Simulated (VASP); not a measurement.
A run of VASP 6.6.1:

The input INCAR:

```
SYSTEM = Si3N4
PREC = Accurate ; ENCUT = 520
EDIFF = 1E-8 ; ISMEAR = -1
SIGMA = 0.02 ; LREAL = .FALSE.
LASPH = .TRUE. ; NELM = 80
ALGO = Normal ; ISIF = 2
LWAVE = .FALSE. ; LCHARG = .FALSE.
GGA = PE ; LEFG = .TRUE.
NBANDS = 45
```

Contents of KPOINTS:

```
Automatic mesh
0
G
  4 4 10
  0 0 0
```

POSCAR

```
Si3N4
1.0
    7.6093000000      0.0000000000      0.0000000000
   -3.8046500000      6.5898471050      0.0000000000
    0.0000000000      0.0000000000      2.9079000000
Si N
6 8
Direct
    0.1742000000      0.7678000000      0.2500000000
    0.4064000000      0.1742000000      0.7500000000
    0.2322000000      0.4064000000      0.2500000000
    0.8258000000      0.2322000000      0.7500000000
    0.5936000000      0.8258000000      0.2500000000
    0.7678000000      0.5936000000      0.7500000000
    0.3333333333      0.6666666667      0.2500000000
    0.6666666667      0.3333333333      0.7500000000
    0.3290000000      0.0390000000      0.2500000000
    0.2900000000      0.3290000000      0.7500000000
    0.9610000000      0.2900000000      0.2500000000
    0.6710000000      0.9610000000      0.7500000000
    0.7100000000      0.6710000000      0.2500000000
    0.0390000000      0.7100000000      0.7500000000
```

Potentials or basis: VASP PAW PBE potentials, release 64 (Si, N).

The run is started by

```bash
$ cat potpaw_PBE.64/Si/POTCAR potpaw_PBE.64/N/POTCAR > POTCAR
$ mpirun -np 1 vasp_std > vasp.out
```

Hardware: 1 thread of Intel(R) Xeon(R) Platinum 8488C (Sapphire Rapids) (shared host).

Estimate the wall time of this run.

Run time: 100 s on 1 thread of Intel(R) Xeon(R) Platinum 8488C (Sapphire Rapids) (shared host), peak memory 0.33 GiB. Counts: scf iterations 16, k points 24.
